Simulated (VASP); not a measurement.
# Si in VASP: relaxation of the atoms with PBE

Aim: the relaxation of the atoms of Si with PBE.

Everything below comes from runs of VASP 6.6.1. Logs are shortened: lines on timing, memory, paths and dates and some standing lists are left out, and cuts for length are marked.

**1. The cell of the first run**

The cell holds a slab with vacuum, 8 atoms: a = 3.851 Å, b = 3.851 Å, c = 25.349 Å, α = 90.00°, β = 90.00°, γ = 120.00°.

**2. Relaxation of the atoms, PBE**

The input, INCAR:

```
  PREC = Accurate
  ENCUT = 520
  EDIFF = 1E-6
  ISMEAR = 0
  SIGMA = 0.05
  LREAL = F
  LASPH = T
  NELM = 80
  ALGO = Normal
  ISIF = 2
  LWAVE = F
  LCHARG = F
  LDIPOL = T
  IDIPOL = 3
  DIPOL = 0.5 0.5 0.500
  GGA = PE
  IBRION = 2
  NSW = 80
  EDIFFG = -0.02
```

The input, KPOINTS:

```
Automatic mesh
0
Gamma
  9 9 1
```

The input, POSCAR:

```
Si
1.0
    3.8512806415      0.0000000000      0.0000000000
   -1.9256403208      3.3353068727      0.0000000000
    0.0000000000      0.0000000000     25.3486477651
Si
8
Direct
    0.6666666667      0.3333333333      0.2958737708
    0.3333333333      0.6666666667      0.3274775758
    0.3333333333      0.6666666667      0.4214233220
    0.6666666667      0.3333333333      0.4530271269
    0.6666666667      0.3333333333      0.5469728731
    0.3333333333      0.6666666667      0.5785766780
    0.3333333333      0.6666666667      0.6725224242
    0.6666666667      0.3333333333      0.7041262292
```

Potentials or basis: VASP PAW PBE potentials, release 64 (Si).

Launch:

```console
cat potpaw_PBE.64/Si/POTCAR > POTCAR
mpirun -np 1 vasp_std > vasp.out
```

OUTCAR:

```text
PREC = Accurate
   ENCUT = 520
   EDIFF = 1E-6
   ISMEAR = 0
   LREAL = F
   LASPH = T
   NELM = 80
   ISIF = 2
   GGA = PE
   IBRION = 2
   NSW = 80
   EDIFFG = -0.02

 ion  position               nearest neighbor table
   1  0.667  0.333  0.296-   2 2.36   2 2.36   2 2.36
   2  0.333  0.667  0.327-   1 2.36   1 2.36   1 2.36   3 2.38
   3  0.333  0.667  0.421-   4 2.36   4 2.36   4 2.36   2 2.38
   4  0.667  0.333  0.453-   3 2.36   3 2.36   3 2.36   5 2.38
   5  0.667  0.333  0.547-   6 2.36   6 2.36   6 2.36   4 2.38
   6  0.333  0.667  0.579-   5 2.36   5 2.36   5 2.36   7 2.38
   7  0.333  0.667  0.673-   8 2.36   8 2.36   8 2.36   6 2.38
   8  0.667  0.333  0.704-   7 2.36   7 2.36   7 2.36

  LATTYP: Found a hexagonal cell.
 ALAT       =     3.8512806415
 C/A-ratio  =     6.5818749981

  Lattice vectors:

 A1 = (   3.8512806415,   0.0000000000,   0.0000000000)
 A2 = (  -1.9256403208,   3.3353068727,   0.0000000000)
 A3 = (   0.0000000000,   0.0000000000,  25.3486477651)

Analysis of symmetry for initial positions (statically):
=====================================================================
 Subroutine PRICEL returns:
 Original cell was already a primitive cell.

 Routine SETGRP: Setting up the symmetry group for a
 hexagonal supercell.

 Subroutine GETGRP returns: Found 12 space group operations
 (whereof 12 operations were pure point group operations)
 out of a pool of 24 trial point group operations.

The static configuration has the point symmetry D_3h.

Analysis of symmetry for dynamics (positions and initial velocities):
=====================================================================
 Subroutine PRICEL returns:
 Original cell was already a primitive cell.

 Routine SETGRP: Setting up the symmetry group for a
 hexagonal supercell.

 Subroutine GETGRP returns: Found 12 space group operations
 (whereof 12 operations were pure point group operations)
 out of a pool of 24 trial point group operations.

The dynamic configuration has the point symmetry D_3h.

 Subroutine INISYM returns: Found 12 space group operations
 (whereof 12 operations are pure point group operations),
 and found     1 'primitive' translations

----------------------------------------------------------------------------------------

                                     Primitive cell

  volume of cell :     325.6085

  direct lattice vectors                    reciprocal lattice vectors
     3.851280641  0.000000000  0.000000000     0.259653890  0.149911243  0.000000000
    -1.925640321  3.335306873  0.000000000     0.000000000  0.299822487  0.000000000
     0.000000000  0.000000000 25.348647765     0.000000000  0.000000000  0.039449836

  length of vectors
     3.851280641  3.851280642 25.348647765     0.299822487  0.299822487  0.039449836

  position of ions in fractional coordinates (direct lattice)
     0.666666667  0.333333333  0.295873771
     0.333333333  0.666666667  0.327477576
     0.333333333  0.666666667  0.421423322
     0.666666667  0.333333333  0.453027127
     0.666666667  0.333333333  0.546972873
     0.333333333  0.666666667  0.578576678
     0.333333333  0.666666667  0.672522424
     0.666666667  0.333333333  0.704126229

  ion indices of the primitive-cell ions
   primitive index   ion index
                 1           1
                 2           2
                 3           3
                 4           4
                 5           5
                 6           6
                 7           7
                 8           8

----------------------------------------------------------------------------------------

 KPOINTS: Automatic mesh

Automatic generation of k-mesh.
 Grid dimensions read from file:
[... 24 lines left out ...]
  0.222222 -0.000000  0.000000      6.000000
  0.333333  0.000000  0.000000      6.000000
  0.444444 -0.000000  0.000000      6.000000
  0.111111  0.111111  0.000000      6.000000
  0.222222  0.111111  0.000000     12.000000
  0.333333  0.111111  0.000000     12.000000
  0.444444  0.111111  0.000000      6.000000
  0.222222  0.222222  0.000000      6.000000
  0.333333  0.222222  0.000000     12.000000
  0.333333  0.333333  0.000000      2.000000
   k-points           NKPTS =     12   k-points in BZ     NKDIM =     12   number of bands    NBANDS=     21
   number of dos      NEDOS =    301   number of ions     NIONS =      8
   total plane-waves  NPLWV = 172800
   dimension x,y,z NGX =    30 NGY =   30 NGZ =  192
   dimension x,y,z NGXF=    60 NGYF=   60 NGZF=  384
   ions per type =               8
   NGX,Y,Z   is equivalent  to a cutoff of  12.95, 12.95, 12.59 a.u.
   NGXF,Y,Z  is equivalent  to a cutoff of  25.90, 25.90, 25.18 a.u.
 SYSTEM =  unknown system
   PREC   = accura    normal or accurate (medium, high low for compatibility)
   ISTART =      0    job   : 0-new  1-cont  2-samecut
   ICHARG =      2    charge: 1-file 2-atom 10-const
   ISPIN  =      1    spin polarized calculation?
   LNONCOLLINEAR =      F non collinear calculations
   LSORBIT =      F    spin-orbit coupling
   LASPH  =      T    aspherical Exc in radial PAW
   ENCUT  =  520.0 eV  38.22 Ry    6.18 a.u.   7.16  7.16 47.13*2*pi/ulx,y,z
   NELM   =     80;   NELMIN=  2; NELMDL= -5     # of ELM steps
   EDIFF  = 0.1E-05   stopping-criterion for ELM
   LREAL  =      F    real-space projection
   EDIFFG = -.2E-01   stopping-criterion for IOM
   NSW    =     80    number of steps for IOM
   IBRION =      2    ionic relax: 0-MD 1-quasi-New 2-CG
   NFREE  =      1    steps in history (QN), initial steepest desc. (CG)
   ISIF   =      2    stress and relaxation
   ISYM   =      2    0-nonsym 1-usesym 2-fastsym
   POTIM  = 0.5000    time-step for ionic-motion
   TEBEG  =    0.0;   TEEND  =   0.0 temperature during run
   PSTRESS=    0.0 pullay stress
   NELECT =      32.0000    total number of electrons
   NUPDOWN=      -1.0000    fix difference up-down
   EMIN   =  10.00;   EMAX   =-10.00  energy-range for DOS
   EFERMI =   0.00;   METHOD = LEGACY
   ISMEAR =     0;   SIGMA  =   0.05  broadening in eV -4-tet -1-fermi 0-gaus
   EFERMI_NEDOS =   21; number of points for ismear=-14 and -15
   IALGO  =     38    algorithm
   IMIX   =      4    mixing-type and parameters
     AMIX     =   0.40;   BMIX     =  1.00
     AMIX_MAG =   1.60;   BMIX_MAG =  1.00
  volume/ion in A,a.u.               =      40.70       274.66
  Fermi-wavevector in a.u.,A,eV,Ry     =   0.755486  1.427661  7.765642  0.570759
  Thomas-Fermi vector in A             =   1.853391
   LORBIT       =      0    0 simple, 1 ext, 2 COOP (PROOUT), +10 PAW based schemes
   GGA     = PE    functional components
   LHFCALC =     F    Hartree Fock is set to
   AEXX    =    0.0000 exact exchange contribution
   IVDW    =     0    specifies the selected vdW correction
   LEPSILON=     F    determine dielectric tensor
   LRPA    =     F    only Hartree local field effects (RPA)
 conjugate gradient relaxation of ions
 non-spin polarized calculation
 Gauss-broadening in eV      SIGMA  =   0.05
  energy-cutoff  :      520.00
  volume of cell :      325.61
 maximum number of plane-waves:      8823
 NGX is ok and might be reduce to    30
   NGX = 15   NGY = 15   NGZ = 95

--------------------------------------- Ionic step        1  -------------------------------------------

 number of electron      32.0000002 magnetization

 Free energy of the ion-electron system (eV)
  ---------------------------------------------------
  ext. energy  EPLUGINS =         0.00000000
  ---------------------------------------------------
  free energy    TOTEN  =       -40.67744714 eV

  energy without entropy =      -40.67316284  energy(sigma->0) =      -40.67530499

------------------------ aborting loop because EDIFF is reached ----------------------------------------

  FORCE on cell =-STRESS in cart. coord.  units (eV):
  Direction    XX          YY          ZZ          XY          YZ          ZX
  --------------------------------------------------------------------------------------
  -------------------------------------------------------------------------------------
  Total       -0.3482778     -0.3482778     -0.4435765      0.0000000     -0.0000000      0.0000000
  in kB       -1.7137228     -1.7137228     -2.1826464      0.0000000     -0.0000000      0.0000000
  external PRESSURE =      -1.8700307 kB  Pullay stress =       0.0000000 kB
[... 107 lines left out ...]
  FREE ENERGIE OF THE ION-ELECTRON SYSTEM (eV)
  ---------------------------------------------------
  free  energy   TOTEN  =       -40.7433998328 eV

  energy  without entropy=      -40.7364013329  energy(sigma->0) =      -40.73990058

[... ionic steps 4 to 9 ...]

--------------------------------------- Ionic step       10  -------------------------------------------

 number of electron      32.0000002 magnetization

------------------------ aborting loop because EDIFF is reached ----------------------------------------
[... 73 lines left out ...]
  FREE ENERGIE OF THE ION-ELECTRON SYSTEM (eV)
  ---------------------------------------------------
  free  energy   TOTEN  =       -40.7544645991 eV

  energy  without entropy=      -40.7475823683  energy(sigma->0) =      -40.75102348

 dipolmoment           0.000000      0.000000      0.000000 electrons x Angstroem

--------------------------------------- Ionic step       12  -------------------------------------------

 number of electron      32.0000002 magnetization

 dipolmoment           0.000000      0.000000     -0.000000 electrons x Angstroem

 Free energy of the ion-electron system (eV)
  ---------------------------------------------------
  ext. energy  EPLUGINS =         0.00000000
  ---------------------------------------------------
  free energy    TOTEN  =       -40.75535417 eV

  energy without entropy =      -40.74816227  energy(sigma->0) =      -40.75175822

 E-fermi :   0.5109     XC(G=0):  -5.2285

 val. band max:        0.5104642989   @ k =   0.1111  -0.0000   0.0000
 cond. band min:       0.5335425239   @ k =   0.3333   0.2222   0.0000
 fundamental gap:      0.0230782250
 Fermi energy:         0.5108948709

 k-point     1 :       0.0000    0.0000    0.0000
  band No.  band energies     occupation
      1     -11.2850      2.00000
      2     -10.8177      2.00000
      3     -10.1445      2.00000
      4      -9.4398      2.00000
      5      -5.6841      2.00000
      6      -4.0676      2.00000
[... 277 lines left out ...]
     20       3.6390      0.00000
     21       4.0991      0.00000

------------------------ aborting loop because EDIFF is reached ----------------------------------------

 vacuum level on the upper side and lower side of the slab       (xc-potential included)        -0.007        -0.007

  FORCE on cell =-STRESS in cart. coord.  units (eV):
  Direction    XX          YY          ZZ          XY          YZ          ZX
  --------------------------------------------------------------------------------------
  -------------------------------------------------------------------------------------
  Total        1.1593745      1.1593745     -0.0845884     -0.0000000      0.0000000     -0.0000000
  in kB        5.7047754      5.7047754     -0.4162226     -0.0000000      0.0000000     -0.0000000
  external PRESSURE =       3.6644427 kB  Pullay stress =       0.0000000 kB
[... 23 lines left out ...]
  FREE ENERGIE OF THE ION-ELECTRON SYSTEM (eV)
  ---------------------------------------------------
  free  energy   TOTEN  =       -40.7553541652 eV

  energy  without entropy=      -40.7481622735  energy(sigma->0) =      -40.75175822

 reached required accuracy - stopping structural energy minimisation

 vacuum level on the upper side and lower side of the slab         5.182         5.182
```

Wall time 19 min (1 thread of Intel Xeon 8259CL, shared host); peak memory 0.45 GiB.

What came out:

```
Free energy                  : -40.7554 eV
Energy gained by relaxing    : 9.7 meV/atom
Ionic steps                  : 12
Largest force after relaxing : 0.016 eV/Å
Band gap on the k mesh       : zero (bands 16 and 17 overlap by 0.35 eV)
```

Forces on the atoms (eV/Å):
```
Si   0.000  0.000  0.006
Si   0.000  0.000  0.009
Si   0.000  0.000 -0.016
Si   0.000  0.000  0.003
Si   0.000  0.000 -0.003
Si   0.000  0.000  0.016
Si   0.000  0.000 -0.009
Si   0.000  0.000 -0.006
```

Step by step:
```csv
step,energy change (eV),largest force (eV/Å),pressure (GPa)
1,0.0000,0.7343,-0.19
2,-0.0578,0.2914,-0.07
3,-0.0660,0.1970,0.03
4,-0.0660,0.1880,0.02
5,-0.0712,0.1023,0.06
6,-0.0732,0.0791,0.11
7,-0.0744,0.0425,0.14
8,-0.0746,0.0535,0.16
9,-0.0755,0.0465,0.19
10,-0.0774,0.0231,0.28
11,-0.0770,0.0503,0.48
12,-0.0779,0.0164,0.37
```

Final structure:
```yaml
crystal:
  lattice:
    - [3.85128, 0.00000, 0.00000]
    - [-1.92564, 3.33531, 0.00000]
    - [0.00000, 0.00000, 25.34865]
  atoms:
    - { symbol: Si, position: [0.66667, 0.33333, 0.30005] }
    - { symbol: Si, position: [0.33333, 0.66667, 0.32660] }
    - { symbol: Si, position: [0.33333, 0.66667, 0.42229] }
    - { symbol: Si, position: [0.66667, 0.33333, 0.45315] }
    - { symbol: Si, position: [0.66667, 0.33333, 0.54685] }
    - { symbol: Si, position: [0.33333, 0.66667, 0.57771] }
    - { symbol: Si, position: [0.33333, 0.66667, 0.67340] }
    - { symbol: Si, position: [0.66667, 0.33333, 0.69995] }
```

The gap in the log of VASP goes by the Fermi energy; the results here count the filled bands.